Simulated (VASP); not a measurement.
# Pb (Pm-3m) in VASP: a series of runs

The runs below take Pb through single point, with LDA.

Program: VASP 6.6.1. These are calculated values, not measurements. Logs are shortened: lines on timing, memory, paths and dates and some standing lists are left out, and cuts for length are marked.

## 1. The cell of the first run

It takes space group Pm-3m (No. 221, cubic). The conventional cell has a = 3.145 Å, b = 3.145 Å, c = 3.145 Å, α = 90.00°, β = 90.00°, γ = 90.00°. Pb (site symmetry m-3m) has 6 Pb at 3.15 Å within 4.1 Å.

## 2. Single point, LDA

File INCAR:

```
  ALGO = Normal
  EDIFF = 1E-6
  ENCUT = 520
  GGA = CA
  ISIF = 2
  ISMEAR = -1
  LASPH = T
  LCHARG = T
  LELF = T
  LREAL = F
  LVHAR = T
  LWAVE = F
  NBANDS = 13
  NELM = 80
  PREC = Accurate
  SIGMA = 0.1
```

File KPOINTS:

```
k-points
0
Gamma
  11 11 11
```

File POSCAR:

```
Pb
1.0
    3.1452283548      0.0000000000      0.0000000000
    0.0000000000      3.1452283548      0.0000000000
    0.0000000000      0.0000000000      3.1452283548
Pb
1
Direct
    0.0000000000      0.0000000000      0.0000000000
```

Potentials or basis: VASP PAW LDA potentials, release 64 (Pb_d).

The run is started by

```sh
$ cat potpaw_LDA.64/Pb_d/POTCAR > POTCAR
$ mpirun -np 1 vasp_std > vasp.out
```

OUTCAR:

```text
EDIFF = 1E-6
   ENCUT = 520
   GGA = CA
   ISIF = 2
   ISMEAR = -1
   LASPH = T
   LREAL = F
   NELM = 80
   PREC = Accurate

 ion  position               nearest neighbor table
   1  0.000  0.000  0.000-

  LATTYP: Found a simple cubic cell.
 ALAT       =     3.1452283548

  Lattice vectors:

 A1 = (   3.1452283548,   0.0000000000,   0.0000000000)
 A2 = (   0.0000000000,   3.1452283548,   0.0000000000)
 A3 = (   0.0000000000,   0.0000000000,   3.1452283548)

Analysis of symmetry for initial positions (statically):
=====================================================================
 Subroutine PRICEL returns:
 Original cell was already a primitive cell.

 Routine SETGRP: Setting up the symmetry group for a
 simple cubic supercell.

 Subroutine GETGRP returns: Found 48 space group operations
 (whereof 48 operations were pure point group operations)
 out of a pool of 48 trial point group operations.

The static configuration has the point symmetry O_h .

Analysis of symmetry for dynamics (positions and initial velocities):
=====================================================================
 Subroutine PRICEL returns:
 Original cell was already a primitive cell.

 Routine SETGRP: Setting up the symmetry group for a
 simple cubic supercell.

 Subroutine GETGRP returns: Found 48 space group operations
 (whereof 48 operations were pure point group operations)
 out of a pool of 48 trial point group operations.

The dynamic configuration has the point symmetry O_h .

 Subroutine INISYM returns: Found 48 space group operations
 (whereof 48 operations are pure point group operations),
 and found     1 'primitive' translations

----------------------------------------------------------------------------------------

                                     Primitive cell

  volume of cell :      31.1141

  direct lattice vectors                    reciprocal lattice vectors
     3.145228355  0.000000000  0.000000000     0.317941938  0.000000000  0.000000000
     0.000000000  3.145228355  0.000000000     0.000000000  0.317941938  0.000000000
     0.000000000  0.000000000  3.145228355     0.000000000  0.000000000  0.317941938

  length of vectors
     3.145228355  3.145228355  3.145228355     0.317941938  0.317941938  0.317941938

  position of ions in fractional coordinates (direct lattice)
     0.000000000  0.000000000  0.000000000

  ion indices of the primitive-cell ions
   primitive index   ion index
                 1           1
[... 73 lines left out ...]
   LREAL  =      F    real-space projection
   EDIFFG = 0.1E-04   stopping-criterion for IOM
   NSW    =      0    number of steps for IOM
   IBRION =     -1    ionic relax: 0-MD 1-quasi-New 2-CG
   NFREE  =      0    steps in history (QN), initial steepest desc. (CG)
   ISIF   =      2    stress and relaxation
   ISYM   =      2    0-nonsym 1-usesym 2-fastsym
   POTIM  = 0.5000    time-step for ionic-motion
   TEBEG  =    0.0;   TEEND  =   0.0 temperature during run
   PSTRESS=    0.0 pullay stress
   NELECT =      14.0000    total number of electrons
   NUPDOWN=      -1.0000    fix difference up-down
   EMIN   =  10.00;   EMAX   =-10.00  energy-range for DOS
   EFERMI =   0.00;   METHOD = LEGACY
   ISMEAR =    -1;   SIGMA  =   0.10  broadening in eV -4-tet -1-fermi 0-gaus
   EFERMI_NEDOS =   21; number of points for ismear=-14 and -15
   IALGO  =     38    algorithm
   IMIX   =      4    mixing-type and parameters
     AMIX     =   0.40;   BMIX     =  1.00
     AMIX_MAG =   1.60;   BMIX_MAG =  1.00
  volume/ion in A,a.u.               =      31.11       209.97
  Fermi-wavevector in a.u.,A,eV,Ry     =   1.254485  2.370632 21.411918  1.573732
  Thomas-Fermi vector in A             =   2.388287
   LORBIT       =      0    0 simple, 1 ext, 2 COOP (PROOUT), +10 PAW based schemes
   GGA     = CA    functional components
   LHFCALC =     F    Hartree Fock is set to
   AEXX    =    0.0000 exact exchange contribution
   IVDW    =     0    specifies the selected vdW correction
   LEPSILON=     F    determine dielectric tensor
   LRPA    =     F    only Hartree local field effects (RPA)
 non-spin polarized calculation
  energy-cutoff  :      520.00
  volume of cell :       31.11
 maximum number of plane-waves:       855
 NGX is ok and might be reduce to    24
   NGX = 11   NGY = 11   NGZ = 11

 number of electron      13.9999994 magnetization

 Free energy of the ion-electron system (eV)
  ---------------------------------------------------
  ext. energy  EPLUGINS =         0.00000000
  ---------------------------------------------------
  free energy    TOTEN  =        -4.08474359 eV

  energy without entropy =       -4.06329797  energy(sigma->0) =       -4.07402078

 E-fermi :   6.4310     XC(G=0): -10.2283

 val. band max:        6.3925860889   @ k =   0.3636   0.3636   0.2727
 cond. band min:       6.4877564778   @ k =   0.4545   0.3636   0.1818
 fundamental gap:      0.0951703889
 Fermi energy:         6.4309546371

 k-point     1 :       0.0000    0.0000    0.0000
  band No.  band energies     occupation
      1     -10.8073      2.00000
      2     -10.8073      2.00000
      3     -10.0758      2.00000
      4     -10.0758      2.00000
      5     -10.0758      2.00000
      6      -5.2433      2.00000
      7      11.6729      0.00000
      8      11.6729      0.00000
      9      11.6729      0.00000
     10      14.9580      0.00000
     11      16.2864      0.00000
     12      16.2864      0.00000
     13      24.8881      0.00000
[... 354 lines left out ...]
  band No.  band energies     occupation
      1     -10.7188      2.00000
      2     -10.4739      2.00000
      3     -10.2105      2.00000
      4     -10.2067      2.00000
      5     -10.0981      2.00000
      6      -3.8708      2.00000
      7       5.8487      1.99409
      8      11.4245      0.00000
      9      11.6225      0.00000
     10      17.7611      0.00000
     11      17.9551      0.00000
     12      20.3784      0.00000
     13      20.3933      0.00000

 [... further k-points ...]
[... 5 lines left out ...]
  --------------------------------------------------------------------------------------
  -------------------------------------------------------------------------------------
  Total        0.0561194      0.0561194      0.0561194     -0.0000000     -0.0000000     -0.0000000
  in kB        2.8897939      2.8897939      2.8897939     -0.0000000     -0.0000000     -0.0000000
  external PRESSURE =       2.8897939 kB  Pullay stress =       0.0000000 kB

 VOLUME and BASIS-vectors are now :
 -----------------------------------------------------------------------------
  energy-cutoff  :      520.00
  volume of cell :       31.11
      direct lattice vectors                 reciprocal lattice vectors
     3.145228355  0.000000000  0.000000000     0.317941938  0.000000000  0.000000000
     0.000000000  3.145228355  0.000000000     0.000000000  0.317941938  0.000000000
     0.000000000  0.000000000  3.145228355     0.000000000  0.000000000  0.317941938

 POSITION                                       TOTAL-FORCE (eV/Angst)
 -----------------------------------------------------------------------------------
      0.00000      0.00000      0.00000         0.000000      0.000000      0.000000
 -----------------------------------------------------------------------------------
    total drift:                                0.000000     -0.000000     -0.000000

  FREE ENERGIE OF THE ION-ELECTRON SYSTEM (eV)
  ---------------------------------------------------
  free  energy   TOTEN  =        -4.0847435905 eV

  energy  without entropy=       -4.0632979662  energy(sigma->0) =       -4.07402078
```

stdout:

```text
POSCAR found type information on POSCAR Pb
 POSCAR found :  1 types and       1 ions
 scaLAPACK will be used
 LDA part: xc-table for (Slater(with rela. corr.)+CA(PZ))
 , standard interpolation
 POSCAR, INCAR and KPOINTS ok, starting setup
 FFT: planning ... GRIDC
 FFT: planning ... GRID_SOFT
 FFT: planning ... GRID
 WAVECAR not read
 entering main loop
```

It took 21 s on 1 thread of AMD EPYC 7R43 (Zen 3), shared host; peak memory 0.1 GiB.

What came out:

* Free energy: -4.0847 eV
* Pressure: 0.3 GPa
* Band gap on the k mesh: zero (band 7 reaches 11.67 eV, above the bottom of band 8 at 4.65 eV)

Caveat: spin-orbit coupling is left out, which moves the levels of the heavy elements.

## 3. Single point, LDA (volume scaled by 1.04)

File INCAR:

```
  PREC = Accurate
  ENCUT = 520
  EDIFF = 1E-7
  ISMEAR = -1
  SIGMA = 0.1
  LREAL = F
  LASPH = T
  NELM = 100
  ALGO = Normal
  ISIF = 2
  LWAVE = F
  LCHARG = T
  GGA = CA
  LELF = T
  LVHAR = T
  NBANDS = 13
```

File KPOINTS:

```
Automatic mesh
0
Gamma
  11 11 11
```

File POSCAR:

```
Pb
1.0
    3.1866176848      0.0000000000      0.0000000000
    0.0000000000      3.1866176848      0.0000000000
    0.0000000000      0.0000000000      3.1866176848
Pb
1
Direct
    0.0000000000      0.0000000000      0.0000000000
```

Potentials or basis: VASP PAW LDA potentials, release 64 (Pb_d).

The run is started by

```sh
$ cat potpaw_LDA.64/Pb_d/POTCAR > POTCAR
$ mpirun -np 1 vasp_std > vasp.out
```

OUTCAR:

```text
PREC = Accurate
   ENCUT = 520
   EDIFF = 1E-7
   ISMEAR = -1
   LREAL = F
   LASPH = T
   NELM = 100
   ISIF = 2
   GGA = CA

 ion  position               nearest neighbor table
   1  0.000  0.000  0.000-

  LATTYP: Found a simple cubic cell.
 ALAT       =     3.1866176848

  Lattice vectors:

 A1 = (   3.1866176848,   0.0000000000,   0.0000000000)
 A2 = (   0.0000000000,   3.1866176848,   0.0000000000)
 A3 = (   0.0000000000,   0.0000000000,   3.1866176848)

[... 552 lines left out ...]
      4     -10.6158      2.00000
      5     -10.5190      2.00000
      6      -4.1047      2.00000
      7       5.4458      1.99254
      8      10.8337      0.00000
      9      11.0329      0.00000
     10      17.0531      0.00000
     11      17.3482      0.00000
     12      19.6317      0.00000
     13      19.6801      0.00000

 [... further k-points ...]
[... 5 lines left out ...]
  --------------------------------------------------------------------------------------
  -------------------------------------------------------------------------------------
  Total       -0.2955029     -0.2955029     -0.2955029     -0.0000000     -0.0000000      0.0000000
  in kB      -14.6312854    -14.6312854    -14.6312854     -0.0000000     -0.0000000      0.0000000
  external PRESSURE =     -14.6312854 kB  Pullay stress =       0.0000000 kB

 VOLUME and BASIS-vectors are now :
 -----------------------------------------------------------------------------
  energy-cutoff  :      520.00
  volume of cell :       32.36
      direct lattice vectors                 reciprocal lattice vectors
     3.186617685  0.000000000  0.000000000     0.313812355  0.000000000  0.000000000
     0.000000000  3.186617685  0.000000000     0.000000000  0.313812355  0.000000000
     0.000000000  0.000000000  3.186617685     0.000000000  0.000000000  0.313812355

 POSITION                                       TOTAL-FORCE (eV/Angst)
 -----------------------------------------------------------------------------------
      0.00000      0.00000      0.00000         0.000000      0.000000      0.000000
 -----------------------------------------------------------------------------------
    total drift:                               -0.000000     -0.000000     -0.000000

  FREE ENERGIE OF THE ION-ELECTRON SYSTEM (eV)
  ---------------------------------------------------
  free  energy   TOTEN  =        -4.0803657199 eV

  energy  without entropy=       -4.0578195923  energy(sigma->0) =       -4.06909266
```

It took 32 s on 1 thread of AMD EPYC 7R43 (Zen 3), shared host; peak memory 0.1 GiB.

What came out:

```
Free energy            : -4.0804 eV
Pressure               : -1.5 GPa
Band gap on the k mesh : zero (band 7 reaches 11.10 eV, above the bottom of band 8 at 4.30 eV)
```

Levels at points of the mesh, in eV from the Fermi level:
```csv
k point,band 4,band 5,band 6,band 7,band 8,band 9,band 10,band 11
"(0.00, 0.00, 0.00)",-16.50,-16.50,-11.42,5.10,5.10,5.10,8.25,9.64
```

Caveat: spin-orbit coupling is left out, which moves the levels of the heavy elements.
